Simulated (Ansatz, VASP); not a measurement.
Two plane-wave programs on Ba

The input INCAR:

```
SYSTEM = Ba
  ALGO = Normal
  EDIFF = 1E-6
  ENCUT = 520
  GGA = RP
  ISIF = 2
  ISMEAR = -1
  LASPH = .True.
  LCHARG = .True.
  LELF = .True.
  LREAL = .False.
  LVHAR = .True.
  LWAVE = .False.
  NBANDS = 17
  NELM = 100
  PREC = Accurate
  SIGMA = 0.1
```

KPOINTS

```
k-points
0
Gamma
  9 9 5
  0 0 0
```

POSCAR

```
Ba
1.0
    4.6570813649      0.0000000000      0.0000000000
   -2.3285406824      4.0331507695      0.0000000000
    0.0000000000      0.0000000000      7.6422157723
Ba
2
Direct
    0.3333333333      0.6666666667      0.2500000000
    0.6666666667      0.3333333333      0.7500000000
```

Input for Ansatz:

```yaml
crystal:
  lattice:
    - [4.6570813649, 0.0, 0.0]
    - [-2.3285406824, 4.0331507695, 0.0]
    - [0.0, 0.0, 7.6422157723]
  atoms:
    - { symbol: Ba, position: [0.3333333333, 0.6666666667, 0.25] }
    - { symbol: Ba, position: [0.6666666667, 0.3333333333, 0.75] }
hamiltonian:
  xc: rpbe
  pseudopotentials:
    kind: paw
    azcp:
      Ba: "pseudopotentials/Ba.paw.azcp"
basis:
  ecutwfc: 420
  fft_grid_basis: typed
kpoints:
  mp_grid: { grid: [9, 9, 5], shift: [0, 0, 0] }
magnetization:
  spin_polarized: false
scf:
  occupations: { method: fermi_dirac, width: 0.1 }
  lower_state_search: "off"
output:
  stress: true
```

Alike in both runs: task single point; functional RPBE; k mesh 9 × 9 × 5; occupations fermi-dirac, width 0.1 eV; no spin polarisation.

|  | VASP | Ansatz |
| --- | --- | --- |
| version | VASP 6.6.1 | Ansatz 0.2.0 |
| potentials or method | VASP PAW PBE potentials, release 64 (Ba_sv), cutoff 520 eV | plane waves (420 eV) with PAW, scalar-relativistic |
| valence electrons in the cell | 20 | 20 |

|  | VASP | Ansatz | Ansatz less VASP |
| --- | --- | --- | --- |
| pressure (GPa) | -0.2 | -0.2 | -0.02 |

VASP's potentials were made for PBE, not for RPBE.

Spin-orbit coupling is off throughout.
